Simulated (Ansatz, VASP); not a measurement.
## CuO in VASP and in Ansatz

```
Cu O
1.0
     2.34465   -1.71340    0.00000
     2.34465    1.71340    0.00000
    -0.86055    0.00000    5.05944
Cu O
2 2
Direct
  0.00320 0.49680 0.00000
  0.49680 0.00320 0.50000
  0.57140 0.40560 0.25370
  0.40560 0.57140 0.75370
```

Alike in both runs: task single point; functional PBE; k mesh 10 × 10 × 6; occupations gaussian, width 0.1 eV; no spin polarisation.

```csv
,VASP,Ansatz
version,VASP 6.6.1,Ansatz 0.2.0
potentials or method,"VASP PAW PBE potentials, release 64 (Cu, O), cutoff 520 eV","scalar-relativistic, plane waves, PAW"
valence electrons in the cell,34,50
```

|  | VASP | Ansatz | Ansatz less VASP |
| --- | --- | --- | --- |
| gap on the k mesh at the Fermi level (eV) | none | none | - |
| pressure (GPa) | 6.4 | 5.7 | -0.66 |
| traceless stress, the component that is largest in VASP (GPa) | -1.81 | -1.73 | +0.085 |
| rms of the force components (eV/Å) | 0.443 | 0.432 | -0.0110 |

Atom by atom the forces differ by 0.024 eV/Å (rms over components). A gap of «none» marks a metal or a gap that the smearing closes. VASP's potentials hold 34 valence electrons a cell and Ansatz's 50, so a difference there can come from the potentials and not from the codes.
